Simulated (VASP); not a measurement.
# Mg8Si4H (a cell with a defect) in VASP: further runs, part 2 of 2

VASP 6.6.1. The steps go on from the part before.

### 3 Relaxation of the atoms, PBE

INCAR

```
PREC = Accurate ; ENCUT = 520
EDIFF = 1E-7 ; ISMEAR = 0
SIGMA = 0.1 ; LREAL = F
LASPH = T ; NELM = 60
ALGO = Normal ; ISIF = 2
LWAVE = F ; LCHARG = F
GGA = PE ; IBRION = 2
NSW = 80 ; EDIFFG = -0.03
```

KPOINTS

```
Automatic mesh
0
Gamma
  3 3 3
```

POSCAR

```
Mg8Si4H
1.0
    6.3910000000      0.0000000000      0.0000000000
    0.0000000000      6.3910000000      0.0000000000
    0.0000000000      0.0000000000      6.3910000000
Mg Si H
8 4 1
Direct
    0.2500000000      0.2500000000      0.2500000000
    0.7500000000      0.7500000000      0.7500000000
    0.7500000000      0.7500000000      0.2500000000
    0.2500000000      0.2500000000      0.7500000000
    0.7500000000      0.2500000000      0.7500000000
    0.2500000000      0.7500000000      0.2500000000
    0.2500000000      0.7500000000      0.7500000000
    0.7500000000      0.2500000000      0.2500000000
    0.0000000000      0.0000000000      0.0000000000
    0.5000000000      0.5000000000      0.0000000000
    0.5000000000      0.0000000000      0.5000000000
    0.0000000000      0.5000000000      0.5000000000
    0.6374718000     -0.0023416000      0.0110448000
```

Potentials or basis: VASP PAW PBE potentials, release 64 (Mg, Si, H).

Launch:

```console
cat potpaw_PBE.64/Mg/POTCAR potpaw_PBE.64/Si/POTCAR potpaw_PBE.64/H/POTCAR > POTCAR
mpirun -np 1 vasp_std > vasp.out
```

OUTCAR:

```text
PREC = Accurate
   ENCUT = 520
   EDIFF = 1E-7
   ISMEAR = 0
   LREAL = F
   LASPH = T
   NELM = 60
   ISIF = 2
   GGA = PE
   IBRION = 2
   NSW = 80
   EDIFFG = -0.03

 ion  position               nearest neighbor table
   1  0.250  0.250  0.250-   9 2.77  10 2.77  11 2.77  12 2.77   6 3.20   8 3.20   4 3.20   4 3.20
                             6 3.20   8 3.20
   2  0.750  0.750  0.750-   9 2.77  10 2.77  11 2.77  12 2.77   5 3.20   7 3.20   3 3.20   3 3.20
                             5 3.20   7 3.20
   3  0.750  0.750  0.250-   9 2.77  10 2.77  11 2.77  12 2.77   6 3.20   8 3.20   2 3.20   2 3.20
                             8 3.20   6 3.20
   4  0.250  0.250  0.750-   9 2.77  10 2.77  11 2.77  12 2.77   5 3.20   7 3.20   1 3.20   1 3.20
                             7 3.20   5 3.20
   5  0.750  0.250  0.750-   9 2.77  10 2.77  11 2.77  12 2.77   4 3.20   8 3.20   2 3.20   8 3.20
                             2 3.20   4 3.20
   6  0.250  0.750  0.250-   9 2.77  10 2.77  11 2.77  12 2.77   3 3.20   7 3.20   1 3.20   7 3.20
                             1 3.20   3 3.20
   7  0.250  0.750  0.750-   9 2.77  10 2.77  11 2.77  12 2.77   4 3.20   6 3.20   2 3.20   6 3.20
                             4 3.20   2 3.20
   8  0.750  0.250  0.250-   9 2.77  10 2.77  11 2.77  12 2.77   3 3.20   5 3.20   1 3.20   5 3.20
                             3 3.20   1 3.20
   9  0.000  0.000  0.000-   1 2.77   2 2.77   3 2.77   4 2.77   5 2.77   6 2.77   7 2.77   8 2.77

  10  0.500  0.500  0.000-   1 2.77   2 2.77   3 2.77   4 2.77   5 2.77   6 2.77   7 2.77   8 2.77

  11  0.500  0.000  0.500-   1 2.77   2 2.77   3 2.77   4 2.77   5 2.77   6 2.77   7 2.77   8 2.77

  12  0.000  0.500  0.500-   1 2.77   2 2.77   3 2.77   4 2.77   5 2.77   6 2.77   7 2.77   8 2.77

  13  0.637  0.998  0.011-

  LATTYP: Found a simple cubic cell.
 ALAT       =     6.3910000000

  Lattice vectors:

 A1 = (   6.3910000000,   0.0000000000,   0.0000000000)
 A2 = (   0.0000000000,   6.3910000000,   0.0000000000)
 A3 = (   0.0000000000,   0.0000000000,   6.3910000000)

Analysis of symmetry for initial positions (statically):
=====================================================================
 Subroutine PRICEL returns:
[... 159 lines left out ...]
   GGA     = PE    functional components
   LHFCALC =     F    Hartree Fock is set to
   AEXX    =    0.0000 exact exchange contribution
   IVDW    =     0    specifies the selected vdW correction
   LEPSILON=     F    determine dielectric tensor
   LRPA    =     F    only Hartree local field effects (RPA)
 conjugate gradient relaxation of ions
 non-spin polarized calculation
 Gauss-broadening in eV      SIGMA  =   0.10
  energy-cutoff  :      520.00
  volume of cell :      261.04
 maximum number of plane-waves:      7075
   NGX = 23   NGY = 23   NGZ = 23

--------------------------------------- Ionic step        1  -------------------------------------------

 number of electron      33.0000002 magnetization

 Free energy of the ion-electron system (eV)
  ---------------------------------------------------
  ext. energy  EPLUGINS =         0.00000000
  ---------------------------------------------------
  free energy    TOTEN  =       -37.58480071 eV

  energy without entropy =      -37.54244444  energy(sigma->0) =      -37.56362258

------------------------ aborting loop because EDIFF is reached ----------------------------------------

  FORCE on cell =-STRESS in cart. coord.  units (eV):
  Direction    XX          YY          ZZ          XY          YZ          ZX
  --------------------------------------------------------------------------------------
  -------------------------------------------------------------------------------------
  Total       -2.6591938     -0.8545624     -0.8282046      0.0591001      0.0013841     -0.2868856
  in kB      -16.3212766     -5.2450291     -5.0832536      0.3627374      0.0084953     -1.7608117
  external PRESSURE =      -8.8831864 kB  Pullay stress =       0.0000000 kB
[... 122 lines left out ...]
  FREE ENERGIE OF THE ION-ELECTRON SYSTEM (eV)
  ---------------------------------------------------
  free  energy   TOTEN  =       -37.6274457616 eV

  energy  without entropy=      -37.5893234371  energy(sigma->0) =      -37.60838460

[... ionic steps 4 to 38 ...]

--------------------------------------- Ionic step       39  -------------------------------------------

 number of electron      33.0000002 magnetization

------------------------ aborting loop because EDIFF is reached ----------------------------------------
[... 89 lines left out ...]
--------------------------------------- Ionic step       41  -------------------------------------------

 number of electron      33.0000002 magnetization

 Free energy of the ion-electron system (eV)
  ---------------------------------------------------
  ext. energy  EPLUGINS =         0.00000000
  ---------------------------------------------------
  free energy    TOTEN  =       -37.97900729 eV

  energy without entropy =      -37.95746957  energy(sigma->0) =      -37.96823843

 E-fermi :   4.1301     XC(G=0):  -8.8043

 val. band max:        4.0794375576   @ k =   0.0000  -0.3333   0.3333
 cond. band min:       4.1469123508   @ k =   0.0000   0.3333   0.0000
 fundamental gap:      0.0674747933
 Fermi energy:         4.1300771249

 k-point     1 :       0.0000    0.0000    0.0000
  band No.  band energies     occupation
      1      -6.1351      2.00000
      2      -4.5663      2.00000
      3      -3.5956      2.00000
      4      -3.5562      2.00000
      5      -1.8215      2.00000
      6      -0.9030      2.00000
[... 393 lines left out ...]
  FREE ENERGIE OF THE ION-ELECTRON SYSTEM (eV)
  ---------------------------------------------------
  free  energy   TOTEN  =       -37.9790072896 eV

  energy  without entropy=      -37.9574695742  energy(sigma->0) =      -37.96823843

 reached required accuracy - stopping structural energy minimisation
```

OSZICAR:

```text
N       E                     dE             d eps       ncg     rms          rms(c)
DAV:   1     0.600445244128E+02    0.60045E+02   -0.10735E+04   644   0.107E+03
DAV:   2    -0.340094026927E+02   -0.94054E+02   -0.88508E+02   836   0.136E+02
DAV:   3    -0.396292855812E+02   -0.56199E+01   -0.54268E+01   842   0.304E+01
[... 360 lines left out ...]
DAV:   2    -0.379790526345E+02   -0.36030E-03   -0.49578E-03   812   0.336E-01    0.597E-02
DAV:   3    -0.379790096174E+02    0.43017E-04   -0.11429E-04   786   0.528E-02    0.224E-02
DAV:   4    -0.379790077710E+02    0.18464E-05   -0.29674E-05   812   0.232E-02    0.487E-03
DAV:   5    -0.379790072534E+02    0.51765E-06   -0.23794E-06   778   0.760E-03    0.216E-03
DAV:   6    -0.379790072896E+02   -0.36171E-07   -0.73668E-07   803   0.347E-03
  41 F= -.37979007E+02 E0= -.37968238E+02  d E =-.673015E-03
```

It took 27 min on 1 thread of Oxide Virtual Turin-like, shared host; peak memory 0.33 GiB.

What came out:

* Free energy: -37.9790 eV
* Energy gained by relaxing: 30.3 meV/atom
* Ionic steps: 41
* Pressure after relaxing: -0.2 GPa
* Largest force after relaxing: 0.023 eV/Å
* Band gap on the k mesh: zero (an odd number of electrons rules out a gap without spin polarisation)

Forces on the atoms (eV/Å):
```
Mg  -0.011  0.000  0.000
Mg   0.009  0.009  0.016
Mg  -0.007 -0.016  0.013
Mg  -0.011  0.012 -0.005
Mg   0.006 -0.004  0.009
Mg  -0.016  0.005 -0.003
Mg  -0.014 -0.007  0.000
Mg   0.006  0.005  0.002
Si   0.008  0.001 -0.022
Si   0.008 -0.003 -0.014
Si   0.006  0.001  0.005
Si   0.007 -0.001  0.011
H    0.008 -0.001 -0.011
```

Step by step:
| step | energy change (eV) | largest force (eV/Å) | pressure (GPa) |
| --- | --- | --- | --- |
| 1 | 0.0000 | 0.3339 | -0.89 |
| 3 | -0.0426 | 0.2467 | -0.78 |
| 5 | -0.0716 | 0.2618 | -0.74 |
| 7 | -0.0707 | 0.6706 | -0.33 |
| 9 | -0.1093 | 0.3706 | -0.57 |
| 11 | -0.1677 | 0.5736 | -0.52 |
| 13 | 0.1863 | 2.8677 | 1.32 |
| 15 | -0.2507 | 0.5843 | -0.03 |
| 17 | -0.2681 | 0.4559 | 0.15 |
| 19 | -0.3312 | 0.2400 | 0.09 |
| 21 | -0.3737 | 0.1660 | 0.06 |
| 23 | -0.3825 | 0.0922 | -0.01 |
| 25 | -0.3857 | 0.0562 | -0.06 |
| 27 | -0.3875 | 0.0503 | -0.11 |
| 29 | -0.3883 | 0.0465 | -0.13 |
| 31 | -0.3890 | 0.0565 | -0.13 |
| 33 | -0.3901 | 0.0718 | -0.19 |
| 35 | -0.3910 | 0.0445 | -0.18 |
| 37 | -0.3915 | 0.0733 | -0.20 |
| 39 | -0.3933 | 0.0302 | -0.21 |
| 41 | -0.3942 | 0.0234 | -0.21 |

Final structure:
```
Mg Si H
1.0
     6.39100    0.00000    0.00000
     0.00000    6.39100    0.00000
     0.00000    0.00000    6.39100
Mg Si H
8 4 1
Direct
  0.24111 0.25361 0.25465
  0.73792 0.74305 0.74330
  0.73888 0.74429 0.25576
  0.24133 0.25335 0.74660
  0.73797 0.25587 0.74409
  0.24200 0.74514 0.25488
  0.24148 0.74545 0.74634
  0.73744 0.25623 0.25672
  0.99980 0.99936 0.00077
  0.49019 0.49982 0.00068
  0.49022 0.99962 0.50042
  0.99138 0.49955 0.50014
  0.74775 0.00231 0.00672
```

Levels at points of the mesh, in eV from the Fermi level:
| k point | band 13 | band 14 | band 15 | band 16 | band 17 | band 18 | band 19 | band 20 |
| --- | --- | --- | --- | --- | --- | --- | --- | --- |
| (0.00, 0.00, 0.00) | -2.49 | -1.37 | -0.67 | -0.67 | -0.66 | -0.53 | -0.33 | -0.32 |
